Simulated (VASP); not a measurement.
# Y3V (Fm-3m) in VASP: a series of runs, part 2 of 2

VASP 6.6.1.

### Step 3. Relaxation of cell and atoms, PBE

Contents of INCAR:

```
PREC = Accurate
ENCUT = 600
EDIFF = 1E-7
ISMEAR = 0
SIGMA = 0.1
LREAL = False
LASPH = True
NELM = 100
ALGO = Fast
ISIF = 3
LWAVE = False
LCHARG = False
GGA = PE
IBRION = 2
NSW = 80
EDIFFG = -0.01
```

Contents of KPOINTS:

```
Automatic mesh
0
Gamma
  10 10 10
```

Contents of POSCAR:

```
Y3V
1.0
    0.0000000000      3.8122163958      3.8122163958
    3.8122163958      0.0000000000      3.8122163958
    3.8122163958      3.8122163958      0.0000000000
Y V
3 1
Direct
    0.2500000000      0.2500000000      0.2500000000
    0.7500000000      0.7500000000      0.7500000000
    0.5000000000      0.5000000000      0.5000000000
    0.0000000000      0.0000000000      0.0000000000
```

Potentials or basis: VASP PAW PBE potentials, release 64 (Y_sv, V_sv).

The run is started by

```sh
$ cat potpaw_PBE.64/Y_sv/POTCAR potpaw_PBE.64/V_sv/POTCAR > POTCAR
$ mpirun -np 1 vasp_std > vasp.out
```

OUTCAR:

```text
PREC = Accurate
   ENCUT = 600
   EDIFF = 1E-7
   ISMEAR = 0
   LREAL = False
   LASPH = True
   NELM = 100
   ISIF = 3
   GGA = PE
   IBRION = 2
   NSW = 80
   EDIFFG = -0.01

 ion  position               nearest neighbor table
   1  0.250  0.250  0.250-   4 3.30   4 3.30   4 3.30   3 3.30   4 3.30   3 3.30   3 3.30   3 3.30
                             2 3.81   2 3.81   2 3.81   2 3.81   2 3.81   2 3.81
   2  0.750  0.750  0.750-   3 3.30   3 3.30   3 3.30   3 3.30   4 3.30   4 3.30   4 3.30   4 3.30
                             1 3.81   1 3.81   1 3.81   1 3.81   1 3.81   1 3.81
   3  0.500  0.500  0.500-   1 3.30   1 3.30   1 3.30   1 3.30   2 3.30   2 3.30   2 3.30   2 3.30

   4  0.000  0.000  0.000-   2 3.30   2 3.30   2 3.30   1 3.30   2 3.30   1 3.30   1 3.30   1 3.30

  LATTYP: Found a face centered cubic cell.
 ALAT       =     7.6244327916

  Lattice vectors:

 A1 = (   0.0000000000,   3.8122163958,   3.8122163958)
 A2 = (   3.8122163958,   0.0000000000,   3.8122163958)
 A3 = (   3.8122163958,   3.8122163958,   0.0000000000)

Analysis of symmetry for initial positions (statically):
=====================================================================
 Subroutine PRICEL returns:
 Original cell was already a primitive cell.

 Routine SETGRP: Setting up the symmetry group for a
 face centered cubic supercell.

 Subroutine GETGRP returns: Found 48 space group operations
 (whereof 48 operations were pure point group operations)
 out of a pool of 48 trial point group operations.

The static configuration has the point symmetry O_h .

Analysis of symmetry for dynamics (positions and initial velocities):
=====================================================================
 Subroutine PRICEL returns:
 Original cell was already a primitive cell.

 Routine SETGRP: Setting up the symmetry group for a
 face centered cubic supercell.

 Subroutine GETGRP returns: Found 48 space group operations
 (whereof 48 operations were pure point group operations)
 out of a pool of 48 trial point group operations.

The dynamic configuration has the point symmetry O_h .

 Subroutine INISYM returns: Found 48 space group operations
 (whereof 48 operations are pure point group operations),
 and found     1 'primitive' translations

----------------------------------------------------------------------------------------

                                     Primitive cell

  volume of cell :     110.8058

  direct lattice vectors                    reciprocal lattice vectors
     0.000000000  3.812216396  3.812216396    -0.131157298  0.131157298  0.131157298
     3.812216396  0.000000000  3.812216396     0.131157298 -0.131157298  0.131157298
     3.812216396  3.812216396  0.000000000     0.131157298  0.131157298 -0.131157298

  length of vectors
     5.391288130  5.391288130  5.391288130     0.227171103  0.227171103  0.227171103

  position of ions in fractional coordinates (direct lattice)
     0.250000000  0.250000000  0.250000000
     0.750000000  0.750000000  0.750000000
     0.500000000  0.500000000  0.500000000
     0.000000000  0.000000000  0.000000000

  ion indices of the primitive-cell ions
   primitive index   ion index
                 1           1
                 2           2
                 3           3
                 4           4

[... 31 lines left out ...]
  0.300000  0.000000  0.000000      8.000000
  0.400000  0.000000  0.000000      8.000000
  0.500000  0.000000  0.000000      4.000000
[... 16 lines left out ...]
  0.300000  0.300000  0.000000      6.000000
  0.400000  0.300000  0.000000     24.000000
 [... further k-points ...]
   k-points           NKPTS =     47   k-points in BZ     NKDIM =     47   number of bands    NBANDS=     27
   number of dos      NEDOS =    301   number of ions     NIONS =      4
   total plane-waves  NPLWV = 110592
   dimension x,y,z NGX =    48 NGY =   48 NGZ =   48
   dimension x,y,z NGXF=    96 NGYF=   96 NGZF=   96
   ions per type =               3   1
   NGX,Y,Z   is equivalent  to a cutoff of  14.80, 14.80, 14.80 a.u.
   NGXF,Y,Z  is equivalent  to a cutoff of  29.60, 29.60, 29.60 a.u.
 SYSTEM =  unknown system
   PREC   = accura    normal or accurate (medium, high low for compatibility)
   ISTART =      0    job   : 0-new  1-cont  2-samecut
   ICHARG =      2    charge: 1-file 2-atom 10-const
   ISPIN  =      1    spin polarized calculation?
   LNONCOLLINEAR =      F non collinear calculations
   LSORBIT =      F    spin-orbit coupling
   LASPH  =      T    aspherical Exc in radial PAW
   ENCUT  =  600.0 eV  44.10 Ry    6.64 a.u.  10.77 10.77 10.77*2*pi/ulx,y,z
   NELM   =    100;   NELMIN=  2; NELMDL= -5     # of ELM steps
   EDIFF  = 0.1E-06   stopping-criterion for ELM
   LREAL  =      F    real-space projection
   EDIFFG = -.1E-01   stopping-criterion for IOM
   NSW    =     80    number of steps for IOM
   IBRION =      2    ionic relax: 0-MD 1-quasi-New 2-CG
   NFREE  =      1    steps in history (QN), initial steepest desc. (CG)
   ISIF   =      3    stress and relaxation
   ISYM   =      2    0-nonsym 1-usesym 2-fastsym
   POTIM  = 0.5000    time-step for ionic-motion
   TEBEG  =    0.0;   TEEND  =   0.0 temperature during run
   PSTRESS=    0.0 pullay stress
   NELECT =      46.0000    total number of electrons
   NUPDOWN=      -1.0000    fix difference up-down
   EMIN   =  10.00;   EMAX   =-10.00  energy-range for DOS
   EFERMI =   0.00;   METHOD = LEGACY
   ISMEAR =     0;   SIGMA  =   0.10  broadening in eV -4-tet -1-fermi 0-gaus
   EFERMI_NEDOS =   21; number of points for ismear=-14 and -15
   IALGO  =     68    algorithm
   IMIX   =      4    mixing-type and parameters
     AMIX     =   0.40;   BMIX     =  1.00
     AMIX_MAG =   1.60;   BMIX_MAG =  1.00
  volume/ion in A,a.u.               =      27.70       186.94
  Fermi-wavevector in a.u.,A,eV,Ry     =   1.221256  2.307838 20.292616  1.491465
  Thomas-Fermi vector in A             =   2.356444
   LORBIT       =      0    0 simple, 1 ext, 2 COOP (PROOUT), +10 PAW based schemes
   GGA     = PE    functional components
   LHFCALC =     F    Hartree Fock is set to
   AEXX    =    0.0000 exact exchange contribution
   IVDW    =     0    specifies the selected vdW correction
   LEPSILON=     F    determine dielectric tensor
   LRPA    =     F    only Hartree local field effects (RPA)
 conjugate gradient relaxation of ions
 non-spin polarized calculation
 RMM-DIIS sequential band-by-band and
 Gauss-broadening in eV      SIGMA  =   0.10
  energy-cutoff  :      600.00
  volume of cell :      110.81
 maximum number of plane-waves:      3721
 NGX is ok and might be reduce to    48
   NGX = 21   NGY = 21   NGZ = 21

--------------------------------------- Ionic step        1  -------------------------------------------

 number of electron      45.9999998 magnetization

 Free energy of the ion-electron system (eV)
  ---------------------------------------------------
  ext. energy  EPLUGINS =         0.00000000
  ---------------------------------------------------
  free energy    TOTEN  =       -26.21211174 eV

  energy without entropy =      -26.13731497  energy(sigma->0) =      -26.17471336

 E-fermi :   3.8032     XC(G=0):  -9.9523

 val. band max:        3.8017639592   @ k =  -0.4000   0.1000   0.0000
 cond. band min:       3.8046492800   @ k =  -0.4000   0.3000   0.1000
 fundamental gap:      0.0028853207
 Fermi energy:         3.8032288466

 k-point     1 :       0.0000    0.0000    0.0000
  band No.  band energies     occupation
      1     -60.2842      2.00000
      2     -38.8195      2.00000
      3     -38.5060      2.00000
      4     -38.4988      2.00000
      5     -34.1135      2.00000
      6     -34.1135      2.00000
[... 709 lines left out ...]
     26       4.7273      0.00000
     27       4.9805      0.00000

 [... further k-points ...]

------------------------ aborting loop EDIFF was not reached (unconverged)  ----------------------------

  FORCE on cell =-STRESS in cart. coord.  units (eV):
  Direction    XX          YY          ZZ          XY          YZ          ZX
  --------------------------------------------------------------------------------------
  -------------------------------------------------------------------------------------
  Total       -1.6314269     -1.6314269     -1.6314269      0.0000000      0.0000000      0.0000000
  in kB      -23.5893277    -23.5893277    -23.5893277      0.0000000      0.0000000      0.0000000
  external PRESSURE =     -23.5893277 kB  Pullay stress =       0.0000000 kB
[... 139 lines left out ...]
--------------------------------------- Ionic step        5  -------------------------------------------

 number of electron      46.0000003 magnetization

 Free energy of the ion-electron system (eV)
  ---------------------------------------------------
  ext. energy  EPLUGINS =         0.00000000
  ---------------------------------------------------
  free energy    TOTEN  =       -26.25568896 eV

  energy without entropy =      -26.19019755  energy(sigma->0) =      -26.22294326

 E-fermi :   4.1084     XC(G=0): -10.1694

 val. band max:        4.1074320412   @ k =  -0.4000   0.3000   0.1000
 cond. band min:       4.1104790183   @ k =   0.5000   0.1000   0.0000
 fundamental gap:      0.0030469771
 Fermi energy:         4.1083754262

 k-point     1 :       0.0000    0.0000    0.0000
  band No.  band energies     occupation
      1     -59.9043      2.00000
      2     -38.4007      2.00000
      3     -38.0414      2.00000
      4     -38.0336      2.00000
      5     -33.7384      2.00000
      6     -33.7384      2.00000
[... 742 lines left out ...]
  FREE ENERGIE OF THE ION-ELECTRON SYSTEM (eV)
  ---------------------------------------------------
  free  energy   TOTEN  =       -26.2556889578 eV

  energy  without entropy=      -26.1901975525  energy(sigma->0) =      -26.22294326

 reached required accuracy - stopping structural energy minimisation
```

Run time: 1.5 h. Hardware: 1 thread of Intel Xeon Platinum 8375C at 2.90GHz (Ice Lake), shared host; peak memory 0.49 GiB.

Results:

```
Free energy                           : -26.2557 eV
Relaxed volume                        : 26.29 Å³/atom
Relaxed cell                          : a = 5.298 Å, b = 5.298 Å, c = 5.298 Å, α = 60.00°, β = 60.00°, γ = 60.00°
Space group after relaxing (to 0.1 Å) : Fm-3m (No. 225)
Energy gained by relaxing             : 10.9 meV/atom
Ionic steps                           : 5
Pressure after relaxing               : 0.0 GPa
Band gap on the k mesh                : zero (bands 23 and 24 overlap by 0.34 eV)
```

The path:
```csv
step,energy change (eV),largest force (eV/Å),pressure (GPa),volume (Å³)
1,0.0000,0.0000,-2.36,110.81
2,-0.0167,0.0000,0.44,104.39
3,-0.0372,0.0000,-0.97,107.25
4,-0.0435,0.0000,-0.06,105.27
5,-0.0436,0.0000,-0.02,105.16
```

Final structure:
```cif
data_structure
_symmetry_space_group_name_H-M 'P 1'
_symmetry_Int_Tables_number 1
_cell_length_a 5.2981
_cell_length_b 5.2981
_cell_length_c 5.2981
_cell_angle_alpha 60.000
_cell_angle_beta 60.000
_cell_angle_gamma 60.000
_cell_volume 105.16
loop_
_atom_site_label
_atom_site_type_symbol
_atom_site_fract_x
_atom_site_fract_y
_atom_site_fract_z
_atom_site_occupancy
Y1 Y 0.25000 0.25000 0.25000 1
Y2 Y 0.75000 0.75000 0.75000 1
Y3 Y 0.50000 0.50000 0.50000 1
V1 V 0.00000 0.00000 0.00000 1
```

Levels at points of the mesh, in eV from the Fermi level:
```
           k point  band 21  band 22  band 23  band 24  band 25  band 26
(0.00, 0.00, 0.00)    -0.29    -0.29    -0.18    -0.18    -0.18     1.35
(0.50, 0.00, 0.00)    -0.41    -0.41    -0.27    -0.02    -0.02     0.16
(0.50, 0.50, 0.00)    -0.13    -0.13    -0.10     0.59     1.12     1.12
```

### Step 4. Single point, r2SCAN, collinear spin, ferromagnetic start

POSCAR is that of step 3.

Contents of INCAR.step1:

```
SYSTEM = Y3V
  ALGO = Normal
  EDIFF = 1E-4
  ENCUT = 520
  GGA = PE
  ISMEAR = 0
  ISPIN = 2
  LASPH = .True.
  LCHARG = .False.
  LMAXMIX = 4
  LREAL = .False.
  LWAVE = .True.
  MAGMOM = 0 0 0 2
  NBANDS = 35
  NELM = 150
  PREC = Accurate
  SIGMA = 0.1
```

Contents of INCAR.step2:

```
SYSTEM = Y3V
  ALGO = Normal
  EDIFF = 1E-6
  ENCUT = 520
  ISIF = 2
  ISMEAR = 0
  ISPIN = 2
  ISTART = 1
  LASPH = .True.
  LCHARG = .False.
  LMAXMIX = 4
  LMIXTAU = .True.
  LORBIT = 11
  LREAL = .False.
  LWAVE = .False.
  MAGMOM = 0 0 0 2
  METAGGA = R2SCAN
  NBANDS = 35
  NELM = 150
  PREC = Accurate
  SIGMA = 0.1
```

Contents of KPOINTS:

```
k-points
0
Gamma
  10 10 10
  0 0 0
```

The run is started by

```sh
$ cat potpaw_PBE.64/Y_sv/POTCAR potpaw_PBE.64/V_sv/POTCAR > POTCAR
$ cp INCAR.step1 INCAR
$ mpirun -np 1 vasp_std > vasp.out
$ cp INCAR.step2 INCAR
$ mpirun -np 1 vasp_std > vasp.out
```

It took 31 min on 1 thread of Oxide Virtual Turin-like, shared host; peak memory 0.48 GiB.

It converged, with:

```
Free energy                                           : -74.2039 eV
Pressure                                              : 0.9 GPa
Net moment                                            : -3.87 μB per cell
Site moments                                          : Y -0.12, +0.15 (each value once); V -2.78 μB
Valence electrons inside the program's atomic spheres : Y 9.50, 9.55 (each value once); V 11.25
```

Levels at points of the mesh, in eV from the Fermi level:
Spin up:
| k point | band 19 | band 20 | band 21 | band 22 | band 23 | band 24 |
| --- | --- | --- | --- | --- | --- | --- |
| (0.00, 0.00, 0.00) | -1.61 | -0.11 | -0.11 | -0.11 | 0.26 | 0.26 |
| (0.50, 0.00, 0.00) | -0.75 | -0.75 | 0.05 | 0.06 | 0.06 | 0.32 |
| (0.50, 0.50, 0.00) | -1.86 | -1.81 | 0.28 | 0.47 | 0.47 | 0.78 |
Spin down:
| k point | band 23 | band 24 | band 25 | band 26 | band 27 | band 28 |
| --- | --- | --- | --- | --- | --- | --- |
| (0.00, 0.00, 0.00) | -0.85 | -0.85 | -0.85 | 1.20 | 1.20 | 1.20 |
| (0.50, 0.00, 0.00) | -1.15 | -0.86 | -0.86 | 0.18 | 0.46 | 0.46 |
| (0.50, 0.50, 0.00) | -0.67 | 0.27 | 0.27 | 0.63 | 0.72 | 1.04 |

Caveat: the PAW data sets were made with another functional, which shifts forces and pressure a little.

### Step 5. The runs side by side

```csv
task,level,spin,cell,cutoff (eV),gap on the mesh (eV),pressure (GPa)
single point,r2SCAN,off,as given,520,none,-1.8
relaxation of cell and atoms,PBE,off,relaxed,600,none,0.0
single point,r2SCAN,"collinear, ferromagnetic start",as given,520,none,0.9
```

Alike in all rows: potentials or basis VASP PAW PBE potentials, release 64 (Y_sv, V_sv); k mesh 10 × 10 × 10; smearing gaussian 0.1 eV.

Caveats: the PAW data sets were made with another functional, which shifts forces and pressure a little (at least some runs).

Absolute energies hang on the potentials; compare differences alone.
